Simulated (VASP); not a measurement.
Write the native input for VASP 6.6.1 that does the following.

- Task: single point
- Functional: PBE
- Potentials or basis: VASP PAW PBE potentials, release 64 (K_sv, V_sv, Si, Se)
- Cutoff: 520 eV
- k mesh: 4 × 4 × 2
- Occupations: gaussian, width 0.1 eV
- Spin: collinear spin, ferromagnetic start
- Starting moments: [0.0, 0.0, 2.0, 0.0, 0.0, 0.0, 0.0, 0.0] μB
- Dipole correction: no
- Further INCAR settings: ALGO = Normal; EDIFF = 1e-07; NBANDS = 44

The structure of K2VSiSe4 lies in POSCAR:

```
K2VSiSe4
1.0
    4.8015000000      0.0000000000      0.0000000000
    0.0000000000      4.8015000000      0.0000000000
    0.0000000000      0.0000000000     10.0990292100
K V Si Se
2 1 1 4
Direct
    0.5000000000      0.5000000000      0.2500000000
    0.5000000000      0.5000000000      0.7500000000
    0.0000000000      0.0000000000      0.0000000000
    0.0000000000      0.0000000000      0.5000000000
    0.5000000000      0.0000000000      0.0000000000
    0.0000000000      0.5000000000      0.0000000000
    0.5000000000      0.0000000000      0.5000000000
    0.0000000000      0.5000000000      0.5000000000
```

These files were run (other wordings do the same):

INCAR

```
PREC = Accurate ; ENCUT = 520
EDIFF = 1E-7 ; ISMEAR = 0
SIGMA = 0.1 ; LREAL = F
LASPH = T ; NELM = 150
ALGO = Normal ; ISIF = 2
LWAVE = F ; LCHARG = F
ISPIN = 2 ; MAGMOM = 0 0 2 0 0 0 0 0
LORBIT = 11 ; LMAXMIX = 4
GGA = PE ; NBANDS = 44
```

KPOINTS

```
regular mesh
0
Gamma
  4 4 2
```

Potentials or basis: VASP PAW PBE potentials, release 64 (K_sv, V_sv, Si, Se).

Command:

```console
$ cat potpaw_PBE.64/K_sv/POTCAR potpaw_PBE.64/V_sv/POTCAR potpaw_PBE.64/Si/POTCAR potpaw_PBE.64/Se/POTCAR > POTCAR
$ mpirun -np 1 vasp_std > vasp.out
```

It gave:

```json
{"Pressure": "2.7 GPa", "Largest force": "0.111 eV/Å", "Net moment": "2.18 μB per cell", "Site moments": "K +0.00; V +1.99; Si +0.00; Se -0.13, +0.02 (each value once) μB", "Valence electrons inside the program's atomic spheres": "K 7.56; V 11.45; Si 1.54; Se 3.90, 3.87 (each value once)"}
```

Caveat: the stress differs along the axes, from -1 to 5 GPa.

Wall time 11 min on 1 thread of Intel Xeon 8259CL (shared host), peak memory 0.5 GiB.
